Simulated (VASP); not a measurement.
# Pd (Fm-3m) in VASP: a series of runs, part 2 of 2

VASP 6.6.1. Earlier steps stand in the parts before.

## (4) Single point, PBEsol

This run uses another cell than the first one, of 14.55 Å³/atom, 1.064 times its volume.

File INCAR:

```
SYSTEM = Pd
  PREC = Accurate
  ENCUT = 520
  EDIFF = 1E-6
  ISMEAR = 0
  SIGMA = 0.1
  LREAL = .False.
  LASPH = .True.
  NELM = 80
  ALGO = Normal
  ISIF = 2
  LWAVE = .False.
  LCHARG = .False.
  GGA = PS
  NBANDS = 11
```

File KPOINTS:

```
Automatic mesh
0
Gamma
  18 18 18
  0 0 0
```

File POSCAR:

```
Pd
1.0
    0.0000000000      1.9374878876      1.9374878876
    1.9374878876      0.0000000000      1.9374878876
    1.9374878876      1.9374878876      0.0000000000
Pd
1
Direct
    0.0000000000      0.0000000000      0.0000000000
```

Potentials or basis: VASP PAW PBE potentials, release 64 (Pd).

The run is started by

```
$ cat potpaw_PBE.64/Pd/POTCAR > POTCAR
$ mpirun -np 1 vasp_std > vasp.out
```

OUTCAR:

```text
SYSTEM = Pd
   PREC = Accurate
   ENCUT = 520
   EDIFF = 1E-6
   ISMEAR = 0
   LREAL = .False.
   LASPH = .True.
   NELM = 80
   ISIF = 2
   GGA = PS

 ion  position               nearest neighbor table
   1  0.000  0.000  0.000-

  LATTYP: Found a face centered cubic cell.
 ALAT       =     3.8749757752

  Lattice vectors:

 A1 = (   0.0000000000,   1.9374878876,   1.9374878876)
 A2 = (   1.9374878876,   0.0000000000,   1.9374878876)
 A3 = (   1.9374878876,   1.9374878876,   0.0000000000)

Analysis of symmetry for initial positions (statically):
=====================================================================
 Subroutine PRICEL returns:
 Original cell was already a primitive cell.

 Routine SETGRP: Setting up the symmetry group for a
 face centered cubic supercell.

 Subroutine GETGRP returns: Found 48 space group operations
 (whereof 48 operations were pure point group operations)
 out of a pool of 48 trial point group operations.

The static configuration has the point symmetry O_h .

Analysis of symmetry for dynamics (positions and initial velocities):
=====================================================================
 Subroutine PRICEL returns:
 Original cell was already a primitive cell.

 Routine SETGRP: Setting up the symmetry group for a
 face centered cubic supercell.

 Subroutine GETGRP returns: Found 48 space group operations
 (whereof 48 operations were pure point group operations)
 out of a pool of 48 trial point group operations.

The dynamic configuration has the point symmetry O_h .

 Subroutine INISYM returns: Found 48 space group operations
 (whereof 48 operations are pure point group operations),
 and found     1 'primitive' translations

----------------------------------------------------------------------------------------

                                     Primitive cell

  volume of cell :      14.5461

  direct lattice vectors                    reciprocal lattice vectors
     0.000000000  1.937487888  1.937487888    -0.258066129  0.258066129  0.258066129
     1.937487888  0.000000000  1.937487888     0.258066129 -0.258066129  0.258066129
     1.937487888  1.937487888  0.000000000     0.258066129  0.258066129 -0.258066129

  length of vectors
     2.740021648  2.740021648  2.740021648     0.446983648  0.446983648  0.446983648

  position of ions in fractional coordinates (direct lattice)
     0.000000000  0.000000000  0.000000000

  ion indices of the primitive-cell ions
   primitive index   ion index
                 1           1

----------------------------------------------------------------------------------------

 KPOINTS: Automatic mesh

Automatic generation of k-mesh.
 Grid dimensions read from file:
 generate k-points for:   18   18   18

 Generating k-lattice:

  Cartesian coordinates                     Fractional coordinates (reciprocal lattice)
    -0.014337007  0.014337007  0.014337007     0.055555556  0.000000000  0.000000000
     0.014337007 -0.014337007  0.014337007     0.000000000  0.055555556  0.000000000
     0.014337007  0.014337007 -0.014337007     0.000000000  0.000000000  0.055555556

  Length of vectors
     0.024832425  0.024832425  0.024832425

  Shift w.r.t. Gamma in fractional coordinates (k-lattice)
     0.000000000  0.000000000  0.000000000

 Subroutine IBZKPT returns following result:
 ===========================================

 Found    195 irreducible k-points:

 Following reciprocal coordinates:
            Coordinates               Weight
  0.000000  0.000000  0.000000      1.000000
  0.055556  0.000000  0.000000      8.000000
  0.111111  0.000000  0.000000      8.000000
  0.166667  0.000000  0.000000      8.000000
  0.222222  0.000000  0.000000      8.000000
  0.277778  0.000000  0.000000      8.000000
[... 16 lines left out ...]
 -0.277778  0.055556  0.000000     24.000000
 -0.222222  0.055556  0.000000     24.000000
 [... further k-points ...]
   k-points           NKPTS =    195   k-points in BZ     NKDIM =    195   number of bands    NBANDS=     11
   number of dos      NEDOS =    301   number of ions     NIONS =      1
   total plane-waves  NPLWV =   8000
   dimension x,y,z NGX =    20 NGY =   20 NGZ =   20
   dimension x,y,z NGXF=    40 NGYF=   40 NGZF=   40
   ions per type =               1
   NGX,Y,Z   is equivalent  to a cutoff of  12.13, 12.13, 12.13 a.u.
   NGXF,Y,Z  is equivalent  to a cutoff of  24.27, 24.27, 24.27 a.u.
 SYSTEM =  Pd
   PREC   = accura    normal or accurate (medium, high low for compatibility)
   ISTART =      0    job   : 0-new  1-cont  2-samecut
   ICHARG =      2    charge: 1-file 2-atom 10-const
   ISPIN  =      1    spin polarized calculation?
   LNONCOLLINEAR =      F non collinear calculations
   LSORBIT =      F    spin-orbit coupling
   LASPH  =      T    aspherical Exc in radial PAW
   ENCUT  =  520.0 eV  38.22 Ry    6.18 a.u.   5.09  5.09  5.09*2*pi/ulx,y,z
   NELM   =     80;   NELMIN=  2; NELMDL= -5     # of ELM steps
   EDIFF  = 0.1E-05   stopping-criterion for ELM
   LREAL  =      F    real-space projection
   EDIFFG = 0.1E-04   stopping-criterion for IOM
   NSW    =      0    number of steps for IOM
   IBRION =     -1    ionic relax: 0-MD 1-quasi-New 2-CG
   NFREE  =      0    steps in history (QN), initial steepest desc. (CG)
   ISIF   =      2    stress and relaxation
   ISYM   =      2    0-nonsym 1-usesym 2-fastsym
   POTIM  = 0.5000    time-step for ionic-motion
   TEBEG  =    0.0;   TEEND  =   0.0 temperature during run
   PSTRESS=    0.0 pullay stress
   NELECT =      10.0000    total number of electrons
   NUPDOWN=      -1.0000    fix difference up-down
   EMIN   =  10.00;   EMAX   =-10.00  energy-range for DOS
   EFERMI =   0.00;   METHOD = LEGACY
   ISMEAR =     0;   SIGMA  =   0.10  broadening in eV -4-tet -1-fermi 0-gaus
   EFERMI_NEDOS =   21; number of points for ismear=-14 and -15
   IALGO  =     38    algorithm
   IMIX   =      4    mixing-type and parameters
     AMIX     =   0.40;   BMIX     =  1.00
     AMIX_MAG =   1.60;   BMIX_MAG =  1.00
  volume/ion in A,a.u.               =      14.55        98.16
  Fermi-wavevector in a.u.,A,eV,Ry     =   1.444860  2.730390 28.403809  2.087621
  Thomas-Fermi vector in A             =   2.563107
   LORBIT       =      0    0 simple, 1 ext, 2 COOP (PROOUT), +10 PAW based schemes
   GGA     = PS    functional components
   LHFCALC =     F    Hartree Fock is set to
   AEXX    =    0.0000 exact exchange contribution
   IVDW    =     0    specifies the selected vdW correction
   LEPSILON=     F    determine dielectric tensor
   LRPA    =     F    only Hartree local field effects (RPA)
 non-spin polarized calculation
 Gauss-broadening in eV      SIGMA  =   0.10
  energy-cutoff  :      520.00
  volume of cell :       14.55
 maximum number of plane-waves:       403
   NGX = 11   NGY = 11   NGZ = 11

 number of electron      10.0000002 magnetization

 Free energy of the ion-electron system (eV)
  ---------------------------------------------------
  ext. energy  EPLUGINS =         0.00000000
  ---------------------------------------------------
  free energy    TOTEN  =        -5.96953217 eV

  energy without entropy =       -5.95803037  energy(sigma->0) =       -5.96378127

 E-fermi :   9.8606     XC(G=0): -13.4670

 val. band max:        9.8593601985   @ k =  -0.4444   0.3889   0.1111
 cond. band min:       9.8612050987   @ k =   0.5000   0.1111   0.0000
 fundamental gap:      0.0018449002
 Fermi energy:         9.8605903453

 k-point     1 :       0.0000    0.0000    0.0000
  band No.  band energies     occupation
      1       2.5085      2.00000
      2       6.9387      2.00000
      3       6.9387      2.00000
      4       6.9387      2.00000
      5       8.6093      2.00000
      6       8.6093      2.00000
      7      26.9900      0.00000
      8      31.8404      0.00000
      9      31.8404      0.00000
     10      31.8404      0.00000
     11      35.9048      0.00000
[... 309 lines left out ...]
 k-point    24 :      -0.2222    0.0556    0.0000
  band No.  band energies     occupation
      1       4.2477      2.00000
      2       6.6964      2.00000
      3       7.2726      2.00000
      4       7.3094      2.00000
      5       8.4803      2.00000
      6       9.0203      2.00000
      7      24.8354      0.00000
      8      28.0893      0.00000
      9      32.1534      0.00000
     10      34.4932      0.00000
     11      34.9238      0.00000

 [... further k-points ...]

------------------------ aborting loop because EDIFF is reached ----------------------------------------

  FORCE on cell =-STRESS in cart. coord.  units (eV):
  Direction    XX          YY          ZZ          XY          YZ          ZX
  --------------------------------------------------------------------------------------
  -------------------------------------------------------------------------------------
  Total       -0.0302525     -0.0302525     -0.0302525      0.0000000      0.0000000     -0.0000000
  in kB       -3.3321533     -3.3321533     -3.3321533      0.0000000      0.0000000     -0.0000000
  external PRESSURE =      -3.3321533 kB  Pullay stress =       0.0000000 kB

 VOLUME and BASIS-vectors are now :
 -----------------------------------------------------------------------------
  energy-cutoff  :      520.00
  volume of cell :       14.55
      direct lattice vectors                 reciprocal lattice vectors
     0.000000000  1.937487888  1.937487888    -0.258066129  0.258066129  0.258066129
     1.937487888  0.000000000  1.937487888     0.258066129 -0.258066129  0.258066129
     1.937487888  1.937487888  0.000000000     0.258066129  0.258066129 -0.258066129

 POSITION                                       TOTAL-FORCE (eV/Angst)
 -----------------------------------------------------------------------------------
      0.00000      0.00000      0.00000        -0.000000     -0.000000      0.000000
 -----------------------------------------------------------------------------------
    total drift:                                0.000000      0.000000      0.000000

  FREE ENERGIE OF THE ION-ELECTRON SYSTEM (eV)
  ---------------------------------------------------
  free  energy   TOTEN  =        -5.9695321722 eV

  energy  without entropy=       -5.9580303699  energy(sigma->0) =       -5.96378127
```

stdout:

```text
POSCAR found type information on POSCAR Pd
 POSCAR found :  1 types and       1 ions
 scaLAPACK will be used
 -----------------------------------------------------------------------------
|                                                                             |
|                                                                             |
|     You enforced a specific xc type in the INCAR file but a different       |
|     I HOPE YOU KNOW WHAT YOU ARE DOING!                                     |
|                                                                             |
 -----------------------------------------------------------------------------

 LDA part: xc-table for (Slater+PW92), standard interpolation
 POSCAR, INCAR and KPOINTS ok, starting setup
 FFT: planning ... GRIDC
 FFT: planning ... GRID_SOFT
 FFT: planning ... GRID
 WAVECAR not read
 entering main loop
```

Run time: 17 s. Hardware: 1 thread of Intel Xeon 6975P-C (Granite Rapids), shared host; peak memory 0.14 GiB.

What came out:

```yaml
Free_energy: -5.9695 eV
Pressure: -0.3 GPa
Band_gap_on_the_k_mesh: zero (band 5 reaches 10.16 eV, above the bottom of band 6 at 8.54 eV)
```

Levels at points of the mesh, in eV from the Fermi level:
```tsv
k point	band 1	band 2	band 3	band 4	band 5	band 6	band 7	band 8	band 9	band 10
(0.00, 0.00, 0.00)	-7.35	-2.92	-2.92	-2.92	-1.25	-1.25	17.13	21.98	21.98	21.98
(0.50, 0.00, 0.00)	-5.46	-2.97	-2.97	-0.02	-0.02	0.89	7.37	16.49	21.14	21.14
(0.50, 0.50, 0.00)	-5.55	-5.25	-0.04	0.30	0.30	3.25	10.86	13.18	13.18	21.69
```

Caveat: the PAW data sets were made with another functional, which shifts forces and pressure a little.

## (5) Single point, PBEsol (volume scaled by 1.03)

File INCAR:

```
SYSTEM = Pd
PREC     = Accurate       ! precision mode
ENCUT    = 520            ! plane-wave cutoff, eV
EDIFF    = 1E-7           ! SCF threshold, eV
ISMEAR   = 0              ! smearing method
SIGMA    = 0.1            ! smearing width, eV
LREAL    = .False.        ! projectors in reciprocal space
LASPH    = .True.         ! aspherical terms in the spheres
NELM     = 100            ! most SCF steps
ALGO     = Normal         ! electronic algorithm
ISIF     = 2              ! what is computed and relaxed
LWAVE    = .False.        ! write WAVECAR
LCHARG   = .True.         ! write CHGCAR
GGA      = PS             ! functional
LELF     = .True.         ! ELF
LVHAR    = .True.       
NBANDS   = 11             ! bands
```

KPOINTS is that of step 4.

File POSCAR:

```
Pd
1.0
    0.0000000000      1.9566721837      1.9566721837
    1.9566721837      0.0000000000      1.9566721837
    1.9566721837      1.9566721837      0.0000000000
Pd
1
Direct
    0.0000000000      0.0000000000      0.0000000000
```

The run is started by

```
$ cat potpaw_PBE.64/Pd/POTCAR > POTCAR
$ mpirun -np 1 vasp_std > vasp.out
```

Wall time 24 s (1 thread of Intel Xeon 6975P-C (Granite Rapids), shared host); peak memory 0.16 GiB.

It converged, with:

```yaml
Free_energy: -5.9611 eV
Pressure: -5.9 GPa
Band_gap_on_the_k_mesh: zero (band 5 reaches 9.64 eV, above the bottom of band 6 at 8.10 eV)
```

Levels at points of the mesh, in eV from the Fermi level:
| k point | band 1 | band 2 | band 3 | band 4 | band 5 | band 6 | band 7 | band 8 | band 9 | band 10 |
| --- | --- | --- | --- | --- | --- | --- | --- | --- | --- | --- |
| (0.00, 0.00, 0.00) | -7.12 | -2.78 | -2.78 | -2.78 | -1.19 | -1.19 | 17.12 | 21.80 | 21.80 | 21.80 |
| (0.50, 0.00, 0.00) | -5.22 | -2.82 | -2.82 | -0.02 | -0.02 | 0.96 | 7.14 | 16.47 | 20.86 | 20.86 |
| (0.50, 0.50, 0.00) | -5.29 | -5.01 | -0.04 | 0.28 | 0.28 | 3.25 | 10.55 | 13.03 | 13.03 | 21.26 |

Caveat: the cell differs from its parent crystal (volume scaled by 1.03); the PAW data sets were made with another functional, which shifts forces and pressure a little.

## (6) Overview

```csv
cell,gap on the mesh (eV),pressure (GPa)
"a = 2.684 Å, angles 60.0°, 1 atom",none,14.6
"a = 2.712 Å, angles 60.0°, 1 atom",none,6.4
"a = 2.740 Å, angles 60.0°, 1 atom",none,-0.3
"a = 2.767 Å, angles 60.0°, 1 atom",none,-5.9
```

Alike in all rows: task single point; level PBEsol; potentials or basis VASP PAW PBE potentials, release 64 (Pd); no spin polarisation; k mesh 18 × 18 × 18; cutoff (eV) 520; smearing gaussian 0.1 eV.

Caveats: the PAW data sets were made with another functional, which shifts forces and pressure a little.

Absolute energies hang on the potentials; compare differences alone.
